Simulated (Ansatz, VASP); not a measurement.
# One calculation of NiO, two programs

Contents of INCAR:

```
SYSTEM = NiO
PREC = Accurate ; ENCUT = 600
EDIFF = 1E-6 ; ISMEAR = -1
SIGMA = 0.05 ; LREAL = .False.
LASPH = .True. ; NELM = 200
ALGO = Normal ; ISIF = 2
LWAVE = .False. ; LCHARG = .True.
ISPIN = 2 ; MAGMOM = 1 0
LORBIT = 11 ; LMAXMIX = 4
GGA = RP ; IVDW = 13
LELF = .True. ; LVHAR = .True.
NBANDS = 19 ; GGA_COMPAT = .False.
```

Contents of KPOINTS:

```
regular mesh
0
Gamma
  11 11 11
  0 0 0
```

Contents of POSCAR:

```
NiO
1.0
    0.0000000000      2.0859016414      2.0859016414
    2.0859016414      0.0000000000      2.0859016414
    2.0859016414      2.0859016414      0.0000000000
Ni O
1 1
Direct
    0.0000000000      0.0000000000      0.0000000000
    0.5000000000      0.5000000000      0.5000000000
```

input.yaml

```yaml
crystal:
  lattice:
    - [0.0, 2.0859016414, 2.0859016414]
    - [2.0859016414, 0.0, 2.0859016414]
    - [2.0859016414, 2.0859016414, 0.0]
  atoms:
    - { symbol: Ni, position: [0.0, 0.0, 0.0], spin: 1.0 }
    - { symbol: O, position: [0.5, 0.5, 0.5] }
hamiltonian:
  xc: rpbe
  pseudopotentials: { kind: paw }
  dispersion: d4
magnetization:
  spin_polarized: true
kpoints:
  mp_grid: { grid: [11, 11, 11] }
scf:
  occupations: { method: fermi_dirac, width: 0.05 }
output:
  forces: true
  stress: true
  eigenvalues: true
  write_density: true
  write_potential: true
  elf: true
  volumetric_format: npy
```

Alike in both runs: task single point; functional RPBE; dispersion D4; k mesh 11 × 11 × 11; occupations fermi-dirac, width 0.05 eV; collinear spin.

|  | VASP | Ansatz |
| --- | --- | --- |
| version | VASP 6.6.1 | Ansatz 0.2.0 |
| potentials or method | VASP PAW PBE potentials, release 64 (Ni, O) | Ansatz PAW |
| plane-wave cutoff (eV) | 600 | 420 |
| valence electrons in the cell | 16 | 24 |

VASP gave:

- gap on the k mesh at the Fermi level (eV): none
- pressure (GPa): 3.3
- net moment per atom (μB): 0.90
- size of the moment on the site where the two differ most (μB): 0.28

Problem. Estimate Ansatz's values.

Solution. gap on the k mesh at the Fermi level (eV): none; pressure (GPa): 3.7; net moment per atom (μB): 0.91; size of the moment on the site where the two differ most (μB): 0.29.

VASP's potentials were made for PBE, not for RPBE. Site moments also hang on the region over which each program counts them. A gap of «none» marks a metal or a gap that the smearing closes. VASP's potentials hold 16 valence electrons a cell and Ansatz's 24, so a difference there can come from the potentials and not from the codes.
